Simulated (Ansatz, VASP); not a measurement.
## Two plane-wave programs on K

```xyz
1
Lattice="-2.6180 2.6180 2.6180 2.6180 -2.6180 2.6180 2.6180 2.6180 -2.6180" Properties=species:S:1:pos:R:3 pbc="T T T"
K     0.0000    0.0000    0.0000
```

Alike in both runs: task single point; functional LDA; k mesh 6 × 6 × 6; occupations gaussian, width 0.1 eV; no spin polarisation.

|  | VASP | Ansatz |
| --- | --- | --- |
| version | VASP 6.6.1 | Ansatz 0.2.0 |
| potentials or method | VASP PAW LDA potentials, release 64 (K_sv), cutoff 500 eV | scalar-relativistic, plane waves, PAW |
| valence electrons in the cell | 9 | 9 |

|  | VASP | Ansatz | Ansatz less VASP |
| --- | --- | --- | --- |
| gap on the k mesh at the Fermi level (eV) | none | none | - |
| pressure (GPa) | -0.4 | -0.4 | +0.02 |

LDA's correlation is that of Perdew and Zunger in VASP and of Perdew and Wang (1992) in Ansatz. A gap of «none» marks a metal or a gap that the smearing closes.
